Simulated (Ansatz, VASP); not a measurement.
**LiCl in VASP and in Ansatz**

Contents of INCAR:

```
SYSTEM = LiCl
  ALGO = Normal
  EDIFF = 1E-6
  ENCUT = 520
  GGA = PE
  ISIF = 2
  ISMEAR = 0
  LASPH = .True.
  LCHARG = .False.
  LREAL = .False.
  LWAVE = .False.
  NBANDS = 12
  NELM = 60
  PREC = Accurate
  SIGMA = 0.02
```

Contents of KPOINTS:

```
k-points
0
Gamma
  8 8 8
  0 0 0
```

File POSCAR:

```
LiCl
1.0
    0.0000000000      2.4677114420      2.4677114420
    2.4677114420      0.0000000000      2.4677114420
    2.4677114420      2.4677114420      0.0000000000
Li Cl
1 1
Direct
    0.0000000000      0.0000000000      0.0000000000
    0.5000000000      0.5000000000      0.5000000000
```

Input for Ansatz:

```yaml
crystal:
  lattice:
    - [0.0, 2.467711442, 2.467711442]
    - [2.467711442, 0.0, 2.467711442]
    - [2.467711442, 2.467711442, 0.0]
  atoms:
    - { symbol: Li, position: [0.0, 0.0, 0.0] }
    - { symbol: Cl, position: [0.5, 0.5, 0.5] }
basis:
  ecutwfc: 420
kpoints:
  mp_grid: { grid: [8, 8, 8] }
hamiltonian:
  xc: pbe
scf:
  occupations: { method: gaussian, width: 0.02 }
output:
  forces: true
  stress: true
  eigenvalues: true
```

Alike in both runs: task single point; functional PBE; k mesh 8 × 8 × 8; occupations gaussian, width 0.02 eV; no spin polarisation.

|  | VASP | Ansatz |
| --- | --- | --- |
| version | VASP 6.6.1 | Ansatz 0.2.0 |
| potentials or method | VASP PAW PBE potentials, release 64 (Li_sv, Cl), cutoff 520 eV | scalar-relativistic, plane waves, PAW |
| valence electrons in the cell | 10 | 10 |

|  | VASP | Ansatz | Ansatz less VASP |
| --- | --- | --- | --- |
| gap on the k mesh at the Fermi level (eV) | 6.87 | 6.85 | -0.021 |
| least direct gap on the mesh (eV) | 7.07 | 7.05 | -0.013 |

The functional is the same, so the differences come from potentials, cutoffs and numerics.

Noted on VASP's run: the cutoff is short for stress, so the pressure is rough.
